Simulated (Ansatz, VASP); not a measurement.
Ge in VASP and in Ansatz

```
CELL_PARAMETERS angstrom
-2.53847 2.53847 1.38961
2.53847 -2.53847 1.38961
2.53847 2.53847 -1.38961
ATOMIC_POSITIONS crystal
Ge 0.25000 0.75000 0.50000
Ge 0.50000 0.50000 0.00000
```

Alike in both runs: functional LDA; k mesh 12 × 12 × 12; no spin polarisation.

Ansatz relaxed the structure, and its values are those at the end. VASP's run is a single point on that final structure, the one shown.

```csv
,VASP,Ansatz
version,VASP 6.6.1,Ansatz 0.2.0
potentials or method,"VASP PAW LDA potentials, release 64 (Ge_d), cutoff 520 eV","plane waves, PAW"
occupations,"methfessel-paxton of order 1, width 0.1 eV","cold, width 0.1 eV"
valence electrons in the cell,28,28
```

|  | VASP | Ansatz | Ansatz less VASP |
| --- | --- | --- | --- |
| pressure (GPa) | 0.0 | 0.0 | -0.04 |

LDA's correlation is that of Perdew and Zunger in VASP and of Perdew and Wang (1992) in Ansatz. Ansatz's warnings: stress scf threshold loose.
